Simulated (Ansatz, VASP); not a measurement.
Given: the input of a run of VASP 6.6.1 on Sb.

File INCAR:

```
PREC     = Accurate       # precision mode
ENCUT    = 520            # plane-wave cutoff, eV
EDIFF    = 1E-7           # SCF threshold, eV
ISMEAR   = -1             # smearing method
SIGMA    = 0.05           # smearing width, eV
LREAL    = False          # projectors in reciprocal space
LASPH    = True           # aspherical terms in the spheres
NELM     = 60             # most SCF steps
ALGO     = Normal         # electronic algorithm
ISIF     = 2              # what is computed and relaxed
LWAVE    = False          # write WAVECAR
LCHARG   = True           # write CHGCAR
GGA      = PS             # functional
LELF     = True           # ELF
LVHAR    = True         
NBANDS   = 12             # bands
```

KPOINTS

```
Automatic mesh
0
Gamma
  8 8 8
```

Contents of POSCAR:

```
Sb
1.0
    2.1397418462      1.2353805309      3.7327777635
   -2.1397418462      1.2353805309      3.7327777635
    0.0000000000     -2.4707610619      3.7327777635
Sb
2
Direct
    0.7665100000      0.7665100000      0.7665100000
    0.2334900000      0.2334900000      0.2334900000
```

Potentials or basis: VASP PAW PBE potentials, release 64 (Sb).

The run is started by

```bash
$ cat potpaw_PBE.64/Sb/POTCAR > POTCAR
$ mpirun -np 1 vasp_std > vasp.out
```

Problem. Set up the same calculation for Ansatz 0.2.0. Potentials there: all-electron LAPW, scalar-relativistic.

Solution. As run (the cutoff follows the program's own potentials):

Contents of input.yaml:

```yaml
crystal:
  lattice:
    - [2.1397418462, 1.2353805309, 3.7327777635]
    - [-2.1397418462, 1.2353805309, 3.7327777635]
    - [0.0, -2.4707610619, 3.7327777635]
  atoms:
    - { symbol: Sb, position: [0.76651, 0.76651, 0.76651] }
    - { symbol: Sb, position: [0.23349, 0.23349, 0.23349] }
kpoints:
  mp_grid: { grid: [8, 8, 8] }
scf:
  occupations: { method: fermi_dirac, width: 0.05 }
hamiltonian:
  xc: pbesol
  pseudopotentials: { kind: all_electron, lapw: { basis_error: 0.0005 } }
output:
  forces: true
  stress: true
  eigenvalues: true
```

Potentials or basis: all-electron LAPW, scalar-relativistic.

Launch:

```sh
$ ansatz run input.yaml --threads 1 --pin off --max-ram 3072MiB --backend cpu --events-out ev --progress --plain --runs-dir out
```

Both were run:

|  | VASP | Ansatz | Ansatz less VASP |
| --- | --- | --- | --- |
| gap on the k mesh at the Fermi level (eV) | none | none | - |
| pressure (GPa) | 1.4 | 1.2 | -0.21 |
| traceless stress, the component that is largest in VASP (GPa) | -0.59 | -0.52 | +0.065 |
| rms of the force components (eV/Å) | 0.156 | 0.123 | -0.0334 |

VASP's potentials were made for PBE, not for PBEsol. Atom by atom the forces differ by 0.033 eV/Å (rms over components). A gap of «none» marks a metal or a gap that the smearing closes. Ansatz ran all-electron here, and VASP with PAW potentials.

Neither program's run includes spin-orbit coupling.
